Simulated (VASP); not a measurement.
Runs of VASP 6.6.1 on F. The structure is that of space group C2/m (No. 12), or close to it. The cells are those of the table. 

```csv
cell,gap on the mesh (eV),pressure (GPa),largest force (eV/Å)
"a = 3.682, b = 3.682, c = 7.712 Å, angles 109.4, 109.4, 59.6°, 4 atoms",1.58,-5.1,3.50
"a = 3.481, b = 3.481, c = 7.291 Å, angles 109.4, 109.4, 59.6°, 4 atoms",3.50,9.2,7.39
"a = 3.744, b = 3.744, c = 7.843 Å, angles 109.4, 109.4, 59.6°, 4 atoms",(a),2.9,6.13
"a = 3.408, b = 3.408, c = 7.139 Å, angles 109.4, 109.4, 59.6°, 4 atoms",3.41,5.7,3.78
"a = 3.550, b = 3.550, c = 7.437 Å, angles 109.4, 109.4, 59.6°, 4 atoms",2.65,14.9,16.79
"a = 3.584, b = 3.584, c = 7.507 Å, angles 109.4, 109.4, 59.6°, 4 atoms",2.71,(c),(b)
"a = 3.713, b = 3.713, c = 7.778 Å, angles 109.4, 109.4, 59.6°, 4 atoms",2.59,-1.6,1.28
"a = 3.445, b = 3.445, c = 7.216 Å, angles 109.4, 109.4, 59.6°, 4 atoms",3.63,6.0,2.96
```

Alike in all rows: task single point; level PBEsol; potentials or basis VASP PAW PBE potentials, release 64 (F); no spin polarisation; k mesh 4 × 4 × 2; cutoff (eV) 520; smearing gaussian 0.05 eV.

Estimate the missing entries.

(a) 2.11; (b) 11.03; (c) 9.5.

Caveats: all runs use coarse meshes; the PAW data sets were made with another functional, which shifts forces and pressure a little; the standard files for N, O and F lose accuracy on very short bonds (some runs).

A k mesh can miss the band edges.
